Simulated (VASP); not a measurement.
Here is a VASP 6.6.1 calculation.

INCAR

```
SYSTEM = SiC
ALGO = Normal
EDIFF = 1E-6
ENCUT = 520
GGA = PS
ISIF = 2
ISMEAR = 0
LASPH = .True.
LCHARG = .False.
LREAL = .False.
LWAVE = .False.
NBANDS = 16
NELM = 60
PREC = Accurate
SIGMA = 0.01
```

KPOINTS

```
k-points
0
Gamma
  15 15 8
  0 0 0
```

Contents of POSCAR:

```
SiC
1.0
    3.0759807156      0.0000000000      0.0000000000
   -1.5379903578      2.6638774413      0.0000000000
    0.0000000000      0.0000000000      5.0478465815
Si C
2 2
Direct
    0.3333333333      0.6666666667     -0.0625000000
    0.6666666667      0.3333333333      0.4375000000
    0.3333333333      0.6666666667      0.4375000000
    0.6666666667      0.3333333333      0.9375000000
```

Potentials or basis: VASP PAW PBE potentials, release 64 (Si, C).

Run with:

```bash
$ cat potpaw_PBE.64/Si/POTCAR potpaw_PBE.64/C/POTCAR > POTCAR
$ mpirun -np 1 vasp_std > vasp.out
```

Q: Predict the pressure.

A: 11.3 GPa.

Q: What does it give for the band gap on the k mesh?

A: 0.62 eV, indirect (least direct gap 2.63 eV).

Stress tensor (GPa, compression positive):
```
17.34  0.00  0.00
 0.00 17.34  0.00
 0.00  0.00 -0.64
```

Caveat: the PAW data sets were made with another functional, which shifts forces and pressure a little. A k mesh can miss the band edges.
